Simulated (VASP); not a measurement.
# Sb (Fm-3m) in VASP: notebook

Sb is run at these levels: PBE; tasks: single point.

All numbers are computed with VASP 6.6.1; they aren't measurements. Logs are shortened: lines on timing, memory, paths and dates and some standing lists are left out, and cuts for length are marked.

**1. The cell of the first run**

It takes space group Fm-3m (No. 225, cubic). The conventional cell has a = 4.878 Å, b = 4.878 Å, c = 4.878 Å, α = 90.00°, β = 90.00°, γ = 90.00°. Within 4.5 Å of Sb (site symmetry m-3m) lie 12 Sb at 3.45 Å.

**2. Single point, PBE (N replaced by Sb, lengths x 1.575, strained)**

INCAR reads:

```
  PREC = Accurate
  ENCUT = 520
  EDIFF = 1E-6
  ISMEAR = 0
  SIGMA = 0.1
  LREAL = F
  LASPH = T
  NELM = 80
  ALGO = Normal
  ISIF = 2
  LWAVE = F
  LCHARG = F
  GGA = PE
  NBANDS = 8
```

KPOINTS reads:

```
Automatic mesh
0
Gamma
  14 14 14
```

POSCAR reads:

```
Sb
1.0
    0.0000000000      2.4388720004      2.4388720004
    2.4388720004      0.0000000000      2.4388720004
    2.4388720004      2.4388720004      0.0000000000
Sb
1
Direct
    0.0000000000      0.0000000000      0.0000000000
```

Potentials or basis: VASP PAW PBE potentials, release 64 (Sb).

Command:

```console
> cat potpaw_PBE.64/Sb/POTCAR > POTCAR
> mpirun -np 1 vasp_std > vasp.out
```

OUTCAR:

```text
PREC = Accurate
   ENCUT = 520
   EDIFF = 1E-6
   ISMEAR = 0
   LREAL = F
   LASPH = T
   NELM = 80
   ISIF = 2
   GGA = PE

 ion  position               nearest neighbor table
   1  0.000  0.000  0.000-

  LATTYP: Found a face centered cubic cell.
 ALAT       =     4.8777440008

  Lattice vectors:

 A1 = (   0.0000000000,   2.4388720004,   2.4388720004)
 A2 = (   2.4388720004,   0.0000000000,   2.4388720004)
 A3 = (   2.4388720004,   2.4388720004,   0.0000000000)

Analysis of symmetry for initial positions (statically):
=====================================================================
 Subroutine PRICEL returns:
 Original cell was already a primitive cell.

 Routine SETGRP: Setting up the symmetry group for a
 face centered cubic supercell.

 Subroutine GETGRP returns: Found 48 space group operations
 (whereof 48 operations were pure point group operations)
 out of a pool of 48 trial point group operations.

The static configuration has the point symmetry O_h .

Analysis of symmetry for dynamics (positions and initial velocities):
=====================================================================
 Subroutine PRICEL returns:
 Original cell was already a primitive cell.

 Routine SETGRP: Setting up the symmetry group for a
 face centered cubic supercell.

 Subroutine GETGRP returns: Found 48 space group operations
 (whereof 48 operations were pure point group operations)
 out of a pool of 48 trial point group operations.

The dynamic configuration has the point symmetry O_h .

 Subroutine INISYM returns: Found 48 space group operations
 (whereof 48 operations are pure point group operations),
 and found     1 'primitive' translations

----------------------------------------------------------------------------------------

                                     Primitive cell

  volume of cell :      29.0133

  direct lattice vectors                    reciprocal lattice vectors
     0.000000000  2.438872000  2.438872000    -0.205012809  0.205012809  0.205012809
     2.438872000  0.000000000  2.438872000     0.205012809 -0.205012809  0.205012809
     2.438872000  2.438872000  0.000000000     0.205012809  0.205012809 -0.205012809

  length of vectors
     3.449085860  3.449085860  3.449085860     0.355092602  0.355092602  0.355092602

  position of ions in fractional coordinates (direct lattice)
     0.000000000  0.000000000  0.000000000

  ion indices of the primitive-cell ions
   primitive index   ion index
                 1           1

----------------------------------------------------------------------------------------

 KPOINTS: Automatic mesh

Automatic generation of k-mesh.
 Grid dimensions read from file:
 generate k-points for:   14   14   14

 Generating k-lattice:

  Cartesian coordinates                     Fractional coordinates (reciprocal lattice)
    -0.014643772  0.014643772  0.014643772     0.071428571  0.000000000  0.000000000
     0.014643772 -0.014643772  0.014643772     0.000000000  0.071428571  0.000000000
     0.014643772  0.014643772 -0.014643772     0.000000000  0.000000000  0.071428571

  Length of vectors
     0.025363757  0.025363757  0.025363757

  Shift w.r.t. Gamma in fractional coordinates (k-lattice)
     0.000000000  0.000000000  0.000000000

 Subroutine IBZKPT returns following result:
 ===========================================

 Found    104 irreducible k-points:

 Following reciprocal coordinates:
            Coordinates               Weight
  0.000000  0.000000  0.000000      1.000000
  0.071429  0.000000  0.000000      8.000000
  0.142857  0.000000  0.000000      8.000000
  0.214286  0.000000  0.000000      8.000000
  0.285714  0.000000  0.000000      8.000000
  0.357143  0.000000  0.000000      8.000000
[... 16 lines left out ...]
  0.214286  0.142857  0.000000     24.000000
  0.285714  0.142857  0.000000     24.000000
 [... further k-points ...]
   k-points           NKPTS =    104   k-points in BZ     NKDIM =    104   number of bands    NBANDS=      8
   number of dos      NEDOS =    301   number of ions     NIONS =      1
   total plane-waves  NPLWV =  21952
   dimension x,y,z NGX =    28 NGY =   28 NGZ =   28
   dimension x,y,z NGXF=    56 NGYF=   56 NGZF=   56
   ions per type =               1
   NGX,Y,Z   is equivalent  to a cutoff of  13.50, 13.50, 13.50 a.u.
   NGXF,Y,Z  is equivalent  to a cutoff of  26.99, 26.99, 26.99 a.u.
 SYSTEM =  unknown system
   PREC   = accura    normal or accurate (medium, high low for compatibility)
   ISTART =      0    job   : 0-new  1-cont  2-samecut
   ICHARG =      2    charge: 1-file 2-atom 10-const
   ISPIN  =      1    spin polarized calculation?
   LNONCOLLINEAR =      F non collinear calculations
   LSORBIT =      F    spin-orbit coupling
   LASPH  =      T    aspherical Exc in radial PAW
   ENCUT  =  520.0 eV  38.22 Ry    6.18 a.u.   6.41  6.41  6.41*2*pi/ulx,y,z
   NELM   =     80;   NELMIN=  2; NELMDL= -5     # of ELM steps
   EDIFF  = 0.1E-05   stopping-criterion for ELM
   LREAL  =      F    real-space projection
   EDIFFG = 0.1E-04   stopping-criterion for IOM
   NSW    =      0    number of steps for IOM
   IBRION =     -1    ionic relax: 0-MD 1-quasi-New 2-CG
   NFREE  =      0    steps in history (QN), initial steepest desc. (CG)
   ISIF   =      2    stress and relaxation
   ISYM   =      2    0-nonsym 1-usesym 2-fastsym
   POTIM  = 0.5000    time-step for ionic-motion
   TEBEG  =    0.0;   TEEND  =   0.0 temperature during run
   PSTRESS=    0.0 pullay stress
   NELECT =       5.0000    total number of electrons
   NUPDOWN=      -1.0000    fix difference up-down
   EMIN   =  10.00;   EMAX   =-10.00  energy-range for DOS
   EFERMI =   0.00;   METHOD = LEGACY
   ISMEAR =     0;   SIGMA  =   0.10  broadening in eV -4-tet -1-fermi 0-gaus
   EFERMI_NEDOS =   21; number of points for ismear=-14 and -15
   IALGO  =     38    algorithm
   IMIX   =      4    mixing-type and parameters
     AMIX     =   0.40;   BMIX     =  1.00
     AMIX_MAG =   1.60;   BMIX_MAG =  1.00
  volume/ion in A,a.u.               =      29.01       195.79
  Fermi-wavevector in a.u.,A,eV,Ry     =   0.911030  1.721596 11.292495  0.829975
  Thomas-Fermi vector in A             =   2.035261
   LORBIT       =      0    0 simple, 1 ext, 2 COOP (PROOUT), +10 PAW based schemes
   GGA     = PE    functional components
   LHFCALC =     F    Hartree Fock is set to
   AEXX    =    0.0000 exact exchange contribution
   IVDW    =     0    specifies the selected vdW correction
   LEPSILON=     F    determine dielectric tensor
   LRPA    =     F    only Hartree local field effects (RPA)
 non-spin polarized calculation
 Gauss-broadening in eV      SIGMA  =   0.10
  energy-cutoff  :      520.00
  volume of cell :       29.01
 maximum number of plane-waves:       801
 NGX is ok and might be reduce to    28
   NGX = 13   NGY = 13   NGZ = 13

 number of electron       5.0000000 magnetization

 Free energy of the ion-electron system (eV)
  ---------------------------------------------------
  ext. energy  EPLUGINS =         0.00000000
  ---------------------------------------------------
  free energy    TOTEN  =        -3.79995750 eV

  energy without entropy =       -3.79382760  energy(sigma->0) =       -3.79689255

 E-fermi :   7.6491     XC(G=0):  -9.9104

 val. band max:        7.6293040939   @ k =  -0.3571   0.3571   0.1429
 cond. band min:       7.6739877428   @ k =  -0.4286   0.4286   0.0714
 fundamental gap:      0.0446836489
 Fermi energy:         7.6490849180

 k-point     1 :       0.0000    0.0000    0.0000
  band No.  band energies     occupation
      1      -4.7838      2.00000
      2      12.3710      0.00000
      3      12.3710      0.00000
      4      12.3710      0.00000
      5      17.2979      0.00000
      6      17.2979      0.00000
      7      17.2979      0.00000
      8      17.8206      0.00000

 k-point     2 :       0.0714    0.0000    0.0000
  band No.  band energies     occupation
      1      -4.6901      2.00000
      2      11.5113      0.00000
      3      12.2566      0.00000
      4      12.2566      0.00000
      5      16.5807      0.00000
      6      17.4926      0.00000
      7      17.4926      0.00000
      8      18.8656      0.00000

 k-point     3 :       0.1429    0.0000    0.0000
  band No.  band energies     occupation
      1      -4.4105      2.00000
      2       9.7111      0.00000
      3      11.9741      0.00000
      4      11.9741      0.00000
      5      16.0250      0.00000
      6      17.9079      0.00000
      7      17.9079      0.00000
      8      19.7844      0.00000

 k-point     4 :       0.2143    0.0000    0.0000
  band No.  band energies     occupation
      1      -3.9506      2.00000
      2       7.7302      0.25127
      3      11.6340      0.00000
      4      11.6340      0.00000
      5      15.6504      0.00000
      6      17.9053      0.00000
      7      17.9053      0.00000
      8      19.4606      0.00000

 k-point     5 :       0.2857    0.0000    0.0000
  band No.  band energies     occupation
      1      -3.3252      2.00000
      2       5.8311      2.00000
      3      11.3181      0.00000
      4      11.3181      0.00000
      5      15.4220      0.00000
      6      17.3996      0.00000
      7      17.3996      0.00000
      8      18.5856      0.00000
[... 177 lines left out ...]
 k-point    22 :       0.1429    0.1429    0.0000
  band No.  band energies     occupation
      1      -4.2854      2.00000
      2      10.5557      0.00000
      3      10.9682      0.00000
      4      10.9683      0.00000
      5      14.9283      0.00000
      6      17.1111      0.00000
      7      19.1801      0.00000
      8      19.1801      0.00000

 k-point    23 :       0.2143    0.1429    0.0000
  band No.  band energies     occupation
      1      -3.9464      2.00000
      2       9.0437      0.00000
      3      10.5016      0.00000
      4      10.7922      0.00000
      5      14.7798      0.00000
      6      16.2355      0.00000
      7      19.3120      0.00000
      8      19.7513      0.00000

 k-point    24 :       0.2857    0.1429    0.0000
  band No.  band energies     occupation
      1      -3.4325      2.00000
      2       7.2253      2.00000
      3      10.1526      0.00000
      4      10.3745      0.00000
      5      14.7697      0.00000
      6      16.2224      0.00000
      7      19.1107      0.00000
      8      19.5567      0.00000

 [... further k-points ...]
[... 5 lines left out ...]
  --------------------------------------------------------------------------------------
  -------------------------------------------------------------------------------------
  Total       -0.5456653     -0.5456653     -0.5456653      0.0000000     -0.0000000      0.0000000
  in kB      -30.1328293    -30.1328293    -30.1328293      0.0000000     -0.0000000      0.0000000
  external PRESSURE =     -30.1328293 kB  Pullay stress =       0.0000000 kB

 VOLUME and BASIS-vectors are now :
 -----------------------------------------------------------------------------
  energy-cutoff  :      520.00
  volume of cell :       29.01
      direct lattice vectors                 reciprocal lattice vectors
     0.000000000  2.438872000  2.438872000    -0.205012809  0.205012809  0.205012809
     2.438872000  0.000000000  2.438872000     0.205012809 -0.205012809  0.205012809
     2.438872000  2.438872000  0.000000000     0.205012809  0.205012809 -0.205012809

 POSITION                                       TOTAL-FORCE (eV/Angst)
 -----------------------------------------------------------------------------------
      0.00000      0.00000      0.00000         0.000000     -0.000000     -0.000000
 -----------------------------------------------------------------------------------
    total drift:                                0.000000      0.000000      0.000000

  FREE ENERGIE OF THE ION-ELECTRON SYSTEM (eV)
  ---------------------------------------------------
  free  energy   TOTEN  =        -3.7999574958 eV

  energy  without entropy=       -3.7938275968  energy(sigma->0) =       -3.79689255
```

Wall time 17 s (1 thread of Intel Xeon Platinum 8488C (Sapphire Rapids), shared host); peak memory 0.16 GiB.

Results:

| Item | Value |
| --- | --- |
| Free energy | -3.8000 eV |
| Pressure | -3.0 GPa |

Levels at points of the mesh, in eV from the Fermi level:
| k point | band 1 | band 2 | band 3 | band 4 | band 5 |
| --- | --- | --- | --- | --- | --- |
| (0.00, 0.00, 0.00) | -12.43 | 4.72 | 4.72 | 4.72 | 9.65 |
| (0.50, 0.00, 0.00) | -9.09 | -5.42 | 3.21 | 3.21 | 7.65 |
| (0.50, 0.50, 0.00) | -7.67 | -4.60 | 0.29 | 0.29 | 4.03 |

Caveat: the cell differs from its parent crystal (N replaced by Sb, lengths x 1.575, strained); spin-orbit coupling is left out, which moves the levels of the heavy elements.

**3. Single point, PBE (N replaced by Sb, lengths x 1.575, strained)**

INCAR reads:

```
  ALGO = Normal
  EDIFF = 1E-6
  ENCUT = 500
  GGA = PE
  GGA_COMPAT = F
  ISIF = 2
  ISMEAR = 0
  LASPH = T
  LCHARG = T
  LELF = T
  LREAL = F
  LVHAR = T
  LWAVE = F
  NBANDS = 8
  NELM = 120
  PREC = Accurate
  SIGMA = 0.1
```

KPOINTS reads:

```
k-points
0
Gamma
  6 6 6
```

POSCAR reads:

```
Sb
1.0
    0.0000000000      2.5476523467      2.5476523467
    2.5476523467      0.0000000000      2.5476523467
    2.5476523467      2.5476523467      0.0000000000
Sb
1
Direct
    0.0000000000      0.0000000000      0.0000000000
```

Potentials or basis: VASP PAW PBE potentials, release 64 (Sb).

Command:

```console
> cat potpaw_PBE.64/Sb/POTCAR > POTCAR
> mpirun -np 1 vasp_std > vasp.out
```

It took 6.8 s on 1 thread of AMD EPYC 9R45 (Zen 5), shared host; peak memory 0.12 GiB.

The run converged. Its results:

```
Free energy : -3.7107 eV
Pressure    : -7.3 GPa
```

Levels at points of the mesh, in eV from the Fermi level:
```tsv
k point	band 1	band 2	band 3	band 4	band 5	band 6
(0.00, 0.00, 0.00)	-11.70	3.75	3.75	3.75	9.13	9.13
(0.50, 0.00, 0.00)	-9.00	-4.81	2.52	2.52	6.82	8.42
(0.50, 0.50, 0.00)	-7.90	-4.10	0.12	0.12	3.86	4.51
```

Caveat: the cell differs from its parent crystal (N replaced by Sb, lengths x 1.575, strained); spin-orbit coupling is left out, which moves the levels of the heavy elements.

**4. Single point, PBE (N replaced by Sb, lengths x 1.575, strained)**

INCAR reads:

```
SYSTEM = Sb
  ALGO = Normal
  EDIFF = 1E-6
  ENCUT = 500
  GGA = PE
  GGA_COMPAT = .FALSE.
  ISIF = 2
  ISMEAR = 0
  LASPH = .TRUE.
  LCHARG = .FALSE.
  LREAL = .FALSE.
  LWAVE = .FALSE.
  NBANDS = 8
  NELM = 120
  PREC = Accurate
  SIGMA = 0.1
```

KPOINTS reads:

```
k-points
0
G
  14 14 14
  0 0 0
```

POSCAR is that of step 3.

Command:

```console
> cat potpaw_PBE.64/Sb/POTCAR > POTCAR
> mpirun -np 1 vasp_std > vasp.out
```

It took 21 s on 1 thread of AMD EPYC 9R45 (Zen 5), shared host; peak memory 0.13 GiB.

The run converged. Its results:

```yaml
Free_energy: -3.6656 eV
Pressure: -7.1 GPa
```

Levels at points of the mesh, in eV from the Fermi level:
```tsv
k point	band 1	band 2	band 3	band 4	band 5	band 6
(0.00, 0.00, 0.00)	-11.54	3.91	3.91	3.91	9.28	9.28
(0.50, 0.00, 0.00)	-8.84	-4.65	2.68	2.68	6.98	8.57
(0.50, 0.50, 0.00)	-7.74	-3.95	0.27	0.27	4.02	4.67
```

Caveat: the cell differs from its parent crystal (N replaced by Sb, lengths x 1.575, strained); spin-orbit coupling is left out, which moves the levels of the heavy elements.

**5. Overview**

```tsv
cell	k mesh	cutoff (eV)	gap on the mesh (eV)	pressure (GPa)
a = 3.449 Å, angles 60.0°, 1 atom	14 × 14 × 14	520	none	-3.0
a = 3.603 Å, angles 60.0°, 1 atom	6 × 6 × 6	500	none	-7.3
a = 3.603 Å, angles 60.0°, 1 atom	14 × 14 × 14	500	none	-7.1
```

Alike in all rows: task single point; level PBE; potentials or basis VASP PAW PBE potentials, release 64 (Sb); no spin polarisation; smearing gaussian 0.1 eV.

Caveats: spin-orbit coupling is left out, which moves the levels of the heavy elements.

Absolute energies hang on the potentials; compare differences alone.
